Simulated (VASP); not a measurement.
Set up this calculation in VASP 6.6.1, as the native input.

| Property | Result |
| --- | --- |
| Task | relaxation of the atoms |
| Functional | PBEsol |
| Potentials or basis | VASP PAW PBE potentials, release 64 (Al, N) |
| Cutoff | 520 eV |
| k mesh | 8 × 8 × 6 |
| Occupations | gaussian, width 0.01 eV |
| Spin | no spin polarisation |
| Dipole correction | no |
| Further INCAR settings | ALGO = Normal; EDIFF = 1e-06; IBRION = 2; EDIFFG = -0.002; NSW = 50 |

The structure of AlN lies in POSCAR:

```
AlN
1.0
    3.0982610716      0.0000000000      0.0000000000
   -1.5491305358      2.6831727955      0.0000000000
    0.0000000000      0.0000000000      4.9579384664
Al N
2 2
Direct
    0.3333333333      0.6666666667     -0.0010085685
    0.6666666667      0.3333333333      0.4989914315
    0.3333333333      0.6666666667      0.3810085685
    0.6666666667      0.3333333333      0.8810085685
```

One way to write it, as run:

INCAR

```
SYSTEM = AlN
  PREC = Accurate
  ENCUT = 520
  EDIFF = 1E-6
  ISMEAR = 0
  SIGMA = 0.01
  LREAL = .FALSE.
  LASPH = .TRUE.
  NELM = 100
  ALGO = Normal
  ISIF = 2
  LWAVE = .FALSE.
  LCHARG = .FALSE.
  GGA = PS
  IBRION = 2
  NSW = 50
  EDIFFG = -0.002
```

KPOINTS

```
regular mesh
0
G
  8 8 6
  0 0 0
```

Potentials or basis: VASP PAW PBE potentials, release 64 (Al, N).

Run with:

```sh
$ cat potpaw_PBE.64/Al/POTCAR potpaw_PBE.64/N/POTCAR > POTCAR
$ mpirun -np 1 vasp_std > vasp.out
```

Results of the run:

| Property | Result |
| --- | --- |
| Energy gained by relaxing | 0.0 meV/atom |
| Ionic steps | 2 |
| Pressure after relaxing | 3.1 GPa |
| Band gap on the k mesh | 4.24 eV, direct |

Caveat: the PAW data sets were made with another functional, which shifts forces and pressure a little.

Run time: 17 s on 1 thread of Intel(R) Xeon(R) Platinum 8375C CPU @ 2.90GHz (Ice Lake), on a shared host, peak memory 0.16 GiB.
